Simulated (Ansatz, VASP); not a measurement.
**Two plane-wave programs on CuI**

The input INCAR:

```
SYSTEM = CuI
ALGO     = Normal         ! electronic algorithm
EDIFF    = 1E-7           ! SCF threshold, eV
ENCUT    = 520            ! plane-wave cutoff, eV
GGA      = PE             ! functional
ISIF     = 2              ! what is computed and relaxed
ISMEAR   = -1             ! smearing method
LASPH    = .TRUE.         ! aspherical terms in the spheres
LCHARG   = .FALSE.        ! write CHGCAR
LREAL    = .FALSE.        ! projectors in reciprocal space
LWAVE    = .FALSE.        ! write WAVECAR
NBANDS   = 16             ! bands
NELM     = 80             ! most SCF steps
PREC     = Accurate       ! precision mode
SIGMA    = 0.02           ! smearing width, eV
```

File KPOINTS:

```
k-points
0
G
  8 8 8
  0 0 0
```

File POSCAR:

```
CuI
1.0
    0.0000000000      2.8340181907      3.2487760401
    2.8340181907      0.0000000000      3.2487760401
    2.8340181907      2.8340181907      0.0000000000
Cu I
1 1
Direct
    0.0000000000      0.0000000000      0.0000000000
    0.2500000000      0.2500000000      0.2500000000
```

Input for Ansatz:

```yaml
crystal:
  lattice:
    - [0.0, 2.8340181907, 3.2487760401]
    - [2.8340181907, 0.0, 3.2487760401]
    - [2.8340181907, 2.8340181907, 0.0]
  atoms:
    - { symbol: Cu, position: [0.0, 0.0, 0.0] }
    - { symbol: I, position: [0.25, 0.25, 0.25] }
kpoints:
  mp_grid: { grid: [8, 8, 8] }
  band_path:
    path:
      - [0.0, 0.0, 0.0]
      - [-0.5, -0.5, 0.0]
      - [-0.375, -0.375, 0.25]
      - [-0.375, 0.0, 0.375]
      - [0.0, 0.0, 0.5]
      - [-0.5, -0.25, 0.25]
    npoints: 1
hamiltonian:
  xc: pbe
scf:
  occupations: { method: fermi_dirac, width: 0.02 }
  n_extra_bands: 4
output:
  forces: true
  stress: true
  eigenvalues: true
```

Change from the starting cell: epitaxial_xy strain -5.9%.

Alike in both runs: task single point; functional PBE; k mesh 8 × 8 × 8; occupations fermi-dirac, width 0.02 eV; no spin polarisation.

```csv
,VASP,Ansatz
version,VASP 6.6.1,Ansatz 0.2.0
potentials or method,"VASP PAW PBE potentials, release 64 (Cu, I)","plane waves, PAW"
plane-wave cutoff (eV),520,420
valence electrons in the cell,18,36
```

|  | VASP | Ansatz | Ansatz less VASP |
| --- | --- | --- | --- |
| gap on the k mesh at the Fermi level (eV) | 1.20 | 1.18 | -0.024 |
| pressure (GPa) | 3.3 | 3.2 | -0.04 |
| traceless stress, the component that is largest in VASP (GPa) | -1.89 | -1.91 | -0.019 |

VASP's potentials hold 18 valence electrons a cell and Ansatz's 36, so a difference there can come from the potentials and not from the codes.

Neither program's run includes spin-orbit coupling.
